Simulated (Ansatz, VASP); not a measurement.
**Zn4HO4 in VASP and in Ansatz**

INCAR

```
PREC = Accurate
ENCUT = 520
EDIFF = 1E-6
ISMEAR = 0
SIGMA = 0.05
LREAL = False
LASPH = True
NELM = 60
ALGO = Normal
ISIF = 2
LWAVE = False
LCHARG = True
GGA = PS
LELF = True
LVHAR = True
NBANDS = 46
```

Contents of KPOINTS:

```
regular mesh
0
Gamma
  4 4 8
```

POSCAR

```
Zn4HO4
1.0
    5.5148137916      0.0000000000      0.0000000000
    0.0000000000      5.5148137916      0.0000000000
    0.0000000000      0.0000000000      3.2430062931
Zn O H
4 4 1
Direct
    0.1820657240      0.1820657240      0.5000000000
    0.8179342760      0.8179342760      0.5000000000
    0.6820657240      0.3179342760      0.0000000000
    0.3179342760      0.6820657240      0.0000000000
    0.8180023132      0.1819976868      0.5000000000
    0.1819976868      0.8180023132      0.5000000000
    0.6819976868      0.6819976868      0.0000000000
    0.3180023132      0.3180023132      0.0000000000
    1.0000405349      0.1819976868      0.0000000000
```

Input for Ansatz:

```yaml
crystal:
  lattice:
    - [5.5148137916, 0.0, 0.0]
    - [0.0, 5.5148137916, 0.0]
    - [0.0, 0.0, 3.2430062931]
  atoms:
    - { symbol: Zn, position: [0.182065724, 0.182065724, 0.5] }
    - { symbol: Zn, position: [0.817934276, 0.817934276, 0.5] }
    - { symbol: Zn, position: [0.682065724, 0.317934276, 0.0] }
    - { symbol: Zn, position: [0.317934276, 0.682065724, 0.0] }
    - { symbol: O, position: [0.8180023132, 0.1819976868, 0.5] }
    - { symbol: O, position: [0.1819976868, 0.8180023132, 0.5] }
    - { symbol: O, position: [0.6819976868, 0.6819976868, 0.0] }
    - { symbol: O, position: [0.3180023132, 0.3180023132, 0.0] }
    - { symbol: H, position: [1.0000405349, 0.1819976868, 0.0] }
basis:
  ecutwfc: 420
kpoints:
  mp_grid: { grid: [4, 4, 8] }
hamiltonian:
  xc: pbesol
  pseudopotentials: { kind: paw, azcp: { folder: soft_1 } }
scf:
  occupations: { method: gaussian, width: 0.05 }
output:
  forces: true
  stress: true
  eigenvalues: true
  write_density: true
  write_potential: true
  elf: true
  volumetric_format: npy
```

Alike in both runs: task single point; functional PBEsol; k mesh 4 × 4 × 8; occupations gaussian, width 0.05 eV; no spin polarisation.

|  | VASP | Ansatz |
| --- | --- | --- |
| version | VASP 6.6.1 | Ansatz 0.2.0 |
| potentials or method | VASP PAW PBE potentials, release 64 (Zn, O, H), cutoff 520 eV | scalar-relativistic, plane waves, PAW |
| valence electrons in the cell | 73 | 73 |

|  | VASP | Ansatz | Ansatz less VASP |
| --- | --- | --- | --- |
| gap on the k mesh at the Fermi level (eV) | none | none | - |
| pressure (GPa) | 5.9 | 5.0 | -0.92 |
| traceless stress, the component that is largest in VASP (GPa) | 2.59 | 2.41 | -0.176 |
| rms of the force components (eV/Å) | 0.225 | 0.221 | -0.0044 |

VASP's potentials were made for PBE, not for PBEsol, and Ansatz warns of the same on its side. Atom by atom the forces differ by 0.006 eV/Å (rms over components). A gap of «none» marks a metal or a gap that the smearing closes.
